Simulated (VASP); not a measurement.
# Si: relaxation of cell and atoms with LDA

The system is Si.

```
Si
1.0
     0.00000    2.70083    2.70083
     2.70083    0.00000    2.70083
     2.70083    2.70083    0.00000
Si
2
Direct
  0.50000 0.50000 0.50000
  0.75000 0.75000 0.75000
```

| Property | Result |
| --- | --- |
| Program | VASP 6.6.1 |
| Task | relaxation of cell and atoms |
| Functional | LDA |
| Potentials or basis | VASP PAW LDA potentials, release 64 (Si) |
| Cutoff | 600 eV |
| k mesh | 10 × 10 × 10 |
| Occupations | gaussian, width 0.02 eV |
| Spin | no spin polarisation |
| Dipole correction | no |
| Further INCAR settings | ALGO = Normal; EDIFF = 1e-06; IBRION = 2; EDIFFG = -0.002; NSW = 100; ISIF = 3 |

| Quantity | Value |
| --- | --- |
| Relaxed volume | 19.72 Å³/atom |
| Relaxed cell | a = 3.820 Å, b = 3.820 Å, c = 3.820 Å, α = 60.00°, β = 60.00°, γ = 60.00° |
| Space group after relaxing (to 0.05 Å) | Fd-3m (No. 227) |
| Energy gained by relaxing | 0.0 meV/atom |
| Ionic steps | 3 |
| Pressure after relaxing | 0.0 GPa |
| Band gap on the k mesh | 0.45 eV, indirect (least direct gap 2.53 eV) |

Final structure:
```
Si
1.0
     0.00000    2.70149    2.70149
     2.70149    0.00000    2.70149
     2.70149    2.70149    0.00000
Si
2
Direct
  0.50000 0.50000 0.50000
  0.75000 0.75000 0.75000
```

Levels at points of the mesh, in eV from the valence-band top:
```csv
k point,band 1,band 2,band 3,band 4,band 5,band 6,band 7,band 8
"(0.00, 0.00, 0.00)",-12.06,0.00,0.00,0.00,2.53,2.53,2.53,3.39
"(0.50, 0.00, 0.00)",-9.69,-7.06,-1.21,-1.21,1.48,3.29,3.29,7.54
"(0.50, 0.50, 0.00)",-7.86,-7.86,-2.89,-2.89,0.58,0.58,10.11,10.11
```

It took 18 s on 1 thread of AMD EPYC 7R43 64-Core Processor (Zen 3), on a shared host, peak memory 0.12 GiB.

A k mesh can miss the band edges. As with any semilocal functional, this LDA gap is likely too small.
